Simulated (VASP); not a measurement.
# InP3 (R-3m) in VASP: single point with PBEsol

Aim: the single point of InP3 with PBEsol.

Everything below comes from runs of VASP 6.6.1. Logs are shortened: lines on timing, memory, paths and dates and some standing lists are left out, and cuts for length are marked.

**1. The cell of the first run**

The structure is trigonal, space group R-3m (No. 166). The conventional cell has a = 7.430 Å, b = 7.430 Å, c = 9.838 Å, α = 90.00°, β = 90.00°, γ = 120.00°. Within 3.5 Å of In (site symmetry 3m) lie 6 P at 2.64 to 2.87 Å. Within 2.9 Å of P (site symmetry m) lie 2 P at 2.21 Å and 2 In at 2.64 to 2.87 Å.

**2. Single point, PBEsol**

The input, POSCAR:

```
InP3
1.0
    3.7149865199      2.1448484673      3.2793762787
   -3.7149865199      2.1448484673      3.2793762787
    0.0000000000     -4.2896969347      3.2793762787
In P
2 6
Direct
    0.2732789770      0.2732789770      0.2732789770
    0.7267210230      0.7267210230      0.7267210230
    0.7947108744      0.2411926268      0.7947108744
    0.7947108744      0.7947108744      0.2411926268
    0.2411926268      0.7947108744      0.7947108744
    0.2052891256      0.7588073732      0.2052891256
    0.7588073732      0.2052891256      0.2052891256
    0.2052891256      0.2052891256      0.7588073732
```

The input, INCAR.step1:

```
PREC = Accurate ; ENCUT = 520
EDIFF = 1E-7 ; ISMEAR = 0
SIGMA = 0.1 ; LREAL = F
LASPH = T ; NELM = 80
ALGO = Normal ; ISIF = 2
LWAVE = F ; LCHARG = T
GGA = PS ; NBANDS = 38
```

The input, KPOINTS.step1:

```
Automatic mesh
0
Gamma
  6 6 6
```

The input, INCAR.step2:

```
PREC = Accurate ; ENCUT = 520
EDIFF = 1E-7 ; ISMEAR = -5
SIGMA = 0.1 ; LREAL = F
LASPH = T ; NELM = 80
ALGO = Normal ; ISIF = 2
LWAVE = F ; LCHARG = F
GGA = PS ; LORBIT = 11
NBANDS = 38 ; NEDOS = 2001
ICHARG = 11
```

The input, KPOINTS.step2:

```
Automatic mesh
0
Gamma
  9 9 9
```

Potentials or basis: VASP PAW PBE potentials, release 64 (In_d, P).

Launch:

```bash
> cat potpaw_PBE.64/In_d/POTCAR potpaw_PBE.64/P/POTCAR > POTCAR
> cp INCAR.step1 INCAR
> cp KPOINTS.step1 KPOINTS
> mpirun -np 1 vasp_std > vasp.out
> cp INCAR.step2 INCAR
> cp KPOINTS.step2 KPOINTS
> mpirun -np 1 vasp_std > vasp.out
```

OUTCAR:

```text
PREC = Accurate
   ENCUT = 520
   EDIFF = 1E-7
   ISMEAR = -5
   LREAL = F
   LASPH = T
   NELM = 80
   ISIF = 2
   GGA = PS
   LORBIT = 11
   ICHARG = 11

 ion  position               nearest neighbor table
   1  0.273  0.273  0.273-   6 2.64   7 2.64   8 2.64   6 2.87   7 2.87   8 2.87
   2  0.727  0.727  0.727-   3 2.64   5 2.64   4 2.64   3 2.87   5 2.87   4 2.87
   3  0.795  0.241  0.795-   8 2.21   7 2.21   2 2.64   2 2.87
   4  0.795  0.795  0.241-   6 2.21   7 2.21   2 2.64   2 2.87
   5  0.241  0.795  0.795-   8 2.21   6 2.21   2 2.64   2 2.87
   6  0.205  0.759  0.205-   4 2.21   5 2.21   1 2.64   1 2.87
   7  0.759  0.205  0.205-   4 2.21   3 2.21   1 2.64   1 2.87
   8  0.205  0.205  0.759-   3 2.21   5 2.21   1 2.64   1 2.87

  LATTYP: Found a trigonal (rhomboedric) cell.
 ALAT       =     5.3996118905
 COS(alpha) =     0.0532847127

  Lattice vectors:

 A1 = (   3.7149865199,   2.1448484673,   3.2793762787)
 A2 = (  -3.7149865199,   2.1448484673,   3.2793762787)
 A3 = (   0.0000000000,  -4.2896969347,   3.2793762787)

Analysis of symmetry for initial positions (statically):
=====================================================================
 Subroutine PRICEL returns:
 Original cell was already a primitive cell.

 Routine SETGRP: Setting up the symmetry group for a
 trigonal (rhombohedral) supercell.

 Subroutine GETGRP returns: Found 12 space group operations
 (whereof 12 operations were pure point group operations)
 out of a pool of 12 trial point group operations.

The static configuration has the point symmetry D_3d.

Analysis of symmetry for dynamics (positions and initial velocities):
=====================================================================
 Subroutine PRICEL returns:
 Original cell was already a primitive cell.

 Routine SETGRP: Setting up the symmetry group for a
 trigonal (rhombohedral) supercell.

 Subroutine GETGRP returns: Found 12 space group operations
 (whereof 12 operations were pure point group operations)
 out of a pool of 12 trial point group operations.

The dynamic configuration has the point symmetry D_3d.

 Subroutine INISYM returns: Found 12 space group operations
 (whereof 12 operations are pure point group operations),
 and found     1 'primitive' translations

----------------------------------------------------------------------------------------

                                     Primitive cell

  volume of cell :     156.7821

  direct lattice vectors                    reciprocal lattice vectors
     3.714986520  2.144848467  3.279376279     0.134589990  0.077705567  0.101645345
    -3.714986520  2.144848467  3.279376279    -0.134589990  0.077705567  0.101645345
     0.000000000 -4.289696935  3.279376279     0.000000000 -0.155411134  0.101645345

  length of vectors
     5.399611890  5.399611890  5.399611891     0.185699749  0.185699749  0.185699749

  position of ions in fractional coordinates (direct lattice)
     0.273278977  0.273278977  0.273278977
     0.726721023  0.726721023  0.726721023
     0.794710874  0.241192627  0.794710874
     0.794710874  0.794710874  0.241192627
     0.241192627  0.794710874  0.794710874
     0.205289126  0.758807373  0.205289126
     0.758807373  0.205289126  0.205289126
     0.205289126  0.205289126  0.758807373

  ion indices of the primitive-cell ions
   primitive index   ion index
                 1           1
                 2           2
                 3           3
                 4           4
                 5           5
                 6           6
                 7           7
                 8           8

----------------------------------------------------------------------------------------

 KPOINTS: Automatic mesh

Automatic generation of k-mesh.
 Grid dimensions read from file:
 generate k-points for:    9    9    9

 Generating k-lattice:

  Cartesian coordinates                     Fractional coordinates (reciprocal lattice)
     0.014954443  0.008633952  0.011293927     0.111111111  0.000000000  0.000000000
    -0.014954443  0.008633952  0.011293927     0.000000000  0.111111111  0.000000000
     0.000000000 -0.017267904  0.011293927     0.000000000  0.000000000  0.111111111

  Length of vectors
     0.020633305  0.020633305  0.020633305

  Shift w.r.t. Gamma in fractional coordinates (k-lattice)
     0.000000000  0.000000000  0.000000000

 TETIRR: Found    369 inequivalent tetrahedra from     4374

 Subroutine IBZKPT returns following result:
 ===========================================

 Found     85 irreducible k-points:

 Following reciprocal coordinates:
            Coordinates               Weight
  0.000000  0.000000  0.000000      1.000000
  0.111111  0.000000 -0.000000      6.000000
  0.222222  0.000000 -0.000000      6.000000
  0.333333 -0.000000 -0.000000      6.000000
  0.444444  0.000000 -0.000000      6.000000
  0.111111  0.111111 -0.000000      6.000000
[... 16 lines left out ...]
 -0.333333  0.333333  0.000000      6.000000
  0.444444  0.444444  0.000000      6.000000
 [... further k-points ...]
   k-points           NKPTS =     85   k-points in BZ     NKDIM =     85   number of bands    NBANDS=     38
   number of dos      NEDOS =   2001   number of ions     NIONS =      8
   total plane-waves  NPLWV =  64000
   dimension x,y,z NGX =    40 NGY =   40 NGZ =   40
   dimension x,y,z NGXF=    80 NGYF=   80 NGZF=   80
   ions per type =               2   6
   NGX,Y,Z   is equivalent  to a cutoff of  12.32, 12.32, 12.32 a.u.
   NGXF,Y,Z  is equivalent  to a cutoff of  24.63, 24.63, 24.63 a.u.
 SYSTEM =  unknown system
   PREC   = accura    normal or accurate (medium, high low for compatibility)
   ISTART =      0    job   : 0-new  1-cont  2-samecut
   ICHARG =     11    charge: 1-file 2-atom 10-const
   ISPIN  =      1    spin polarized calculation?
   LNONCOLLINEAR =      F non collinear calculations
   LSORBIT =      F    spin-orbit coupling
   LASPH  =      T    aspherical Exc in radial PAW
   ENCUT  =  520.0 eV  38.22 Ry    6.18 a.u.  10.04 10.04 10.04*2*pi/ulx,y,z
   NELM   =     80;   NELMIN=  2; NELMDL=  0     # of ELM steps
   EDIFF  = 0.1E-06   stopping-criterion for ELM
   LREAL  =      F    real-space projection
   EDIFFG = 0.1E-05   stopping-criterion for IOM
   NSW    =      0    number of steps for IOM
   IBRION =     -1    ionic relax: 0-MD 1-quasi-New 2-CG
   NFREE  =      0    steps in history (QN), initial steepest desc. (CG)
   ISIF   =      2    stress and relaxation
   ISYM   =      2    0-nonsym 1-usesym 2-fastsym
   POTIM  = 0.5000    time-step for ionic-motion
   TEBEG  =    0.0;   TEEND  =   0.0 temperature during run
   PSTRESS=    0.0 pullay stress
   NELECT =      56.0000    total number of electrons
   NUPDOWN=      -1.0000    fix difference up-down
   EMIN   =  10.00;   EMAX   =-10.00  energy-range for DOS
   EFERMI =   0.00;   METHOD = LEGACY
   ISMEAR =    -5;   SIGMA  =   0.10  broadening in eV -4-tet -1-fermi 0-gaus
   EFERMI_NEDOS =   21; number of points for ismear=-14 and -15
   IALGO  =     38    algorithm
   IMIX   =      4    mixing-type and parameters
     AMIX     =   0.40;   BMIX     =  1.00
     AMIX_MAG =   1.60;   BMIX_MAG =  1.00
  volume/ion in A,a.u.               =      19.60       132.25
  Fermi-wavevector in a.u.,A,eV,Ry     =   1.161552  2.195015 18.357027  1.349203
  Thomas-Fermi vector in A             =   2.298123
   LORBIT       =     11    0 simple, 1 ext, 2 COOP (PROOUT), +10 PAW based schemes
   GGA     = PS    functional components
   LHFCALC =     F    Hartree Fock is set to
   AEXX    =    0.0000 exact exchange contribution
   IVDW    =     0    specifies the selected vdW correction
   LEPSILON=     F    determine dielectric tensor
   LRPA    =     F    only Hartree local field effects (RPA)
 non-spin polarized calculation
 Fermi weights with tetrahedron method with Bloechl corrections
  energy-cutoff  :      520.00
  volume of cell :      156.78
 maximum number of plane-waves:      4260

 number of electron      56.0000017 magnetization

 Free energy of the ion-electron system (eV)
  ---------------------------------------------------
  ext. energy  EPLUGINS =         0.00000000
  ---------------------------------------------------
  free energy    TOTEN  =       -41.32766645 eV

  energy without entropy =      -41.32766645  energy(sigma->0) =      -41.32766645

 E-fermi :   6.8121     XC(G=0): -10.3909

 val. band max:        6.8793061792   @ k =   0.4444   0.4444   0.1111
 cond. band min:       6.6369199982   @ k =   0.0000   0.0000   0.0000
 fundamental gap:     -0.2423861810
 Fermi energy:         6.8121136165

 k-point     1 :       0.0000    0.0000    0.0000
  band No.  band energies     occupation
      1      -7.6157      2.00000
      2      -7.6157      2.00000
      3      -7.4726      2.00000
      4      -7.4726      2.00000
      5      -7.4333      2.00000
      6      -7.3786      2.00000
[... 30 lines left out ...]
     37      13.0996      0.00000
     38      13.9357      0.00000

 k-point     2 :       0.1111    0.0000   -0.0000
  band No.  band energies     occupation
      1      -7.6267      2.00000
      2      -7.6110      2.00000
      3      -7.4754      2.00000
      4      -7.4709      2.00000
      5      -7.4081      2.00000
      6      -7.3791      2.00000
[... 30 lines left out ...]
     37      12.7786      0.00000
     38      13.4178      0.00000
[... 859 lines left out ...]
     37      11.9057      0.00000
     38      12.1864      0.00000

 k-point    24 :       0.4444    0.4444    0.0000
  band No.  band energies     occupation
      1      -7.6290      2.00000
      2      -7.5098      2.00000
      3      -7.4597      2.00000
      4      -7.4454      2.00000
      5      -7.4133      2.00000
      6      -7.3766      2.00000
[... 30 lines left out ...]
     37      11.9346      0.00000
     38      12.1884      0.00000

 [... further k-points ...]

------------------------ aborting loop because EDIFF is reached ----------------------------------------

  FORCE on cell =-STRESS in cart. coord.  units (eV):
  Direction    XX          YY          ZZ          XY          YZ          ZX
  --------------------------------------------------------------------------------------
  -------------------------------------------------------------------------------------
  Total       -0.7376442     -0.7376442     -0.6719150      0.0000000      0.0000000      0.0000000
  in kB       -7.5380871     -7.5380871     -6.8663917      0.0000000      0.0000000      0.0000000
  external PRESSURE =      -7.3141886 kB  Pullay stress =       0.0000000 kB

 VOLUME and BASIS-vectors are now :
 -----------------------------------------------------------------------------
  energy-cutoff  :      520.00
  volume of cell :      156.78
      direct lattice vectors                 reciprocal lattice vectors
     3.714986520  2.144848467  3.279376279     0.134589990  0.077705567  0.101645345
    -3.714986520  2.144848467  3.279376279    -0.134589990  0.077705567  0.101645345
     0.000000000 -4.289696935  3.279376279     0.000000000 -0.155411134  0.101645345

 POSITION                                       TOTAL-FORCE (eV/Angst)
 -----------------------------------------------------------------------------------
      0.00000     -0.00000      2.68855         0.000000     -0.000000      0.077153
      0.00000     -0.00000      7.14958         0.000000      0.000000     -0.077153
      2.05631     -1.18721      6.00327        -0.021290      0.012292      0.070578
      0.00000      2.37443      6.00327         0.000000     -0.024583      0.070578
     -2.05631     -1.18721      6.00327         0.021290      0.012292      0.070578
     -2.05631      1.18721      3.83486         0.021290     -0.012292     -0.070578
      2.05631      1.18721      3.83486        -0.021290     -0.012292     -0.070578
      0.00000     -2.37443      3.83486         0.000000      0.024583     -0.070578
 -----------------------------------------------------------------------------------
    total drift:                                0.000000      0.000000     -0.000000

  FREE ENERGIE OF THE ION-ELECTRON SYSTEM (eV)
  ---------------------------------------------------
  free  energy   TOTEN  =       -41.3276664486 eV

  energy  without entropy=      -41.3276664486  energy(sigma->0) =      -41.32766645

 total charge

# of ion       s       p       d       tot
------------------------------------------
    1        0.834   0.655   9.903  11.392
    2        0.834   0.655   9.903  11.392
    3        1.067   1.395   0.000   2.463
    4        1.067   1.395   0.000   2.463
    5        1.067   1.395   0.000   2.463
    6        1.067   1.395   0.000   2.463
    7        1.067   1.395   0.000   2.463
    8        1.067   1.395   0.000   2.463
--------------------------------------------------
tot          8.073   9.681  19.805  37.559
```

It took 13 min on 1 thread of AMD EPYC 7R43 (Zen 3), shared host; peak memory 0.45 GiB.

What came out:

```
Valence electrons inside the program's atomic spheres : In 11.39; P 2.46
```

Caveat: the PAW data sets were made with another functional, which shifts forces and pressure a little; spin-orbit coupling is left out, which moves the levels of the heavy elements.
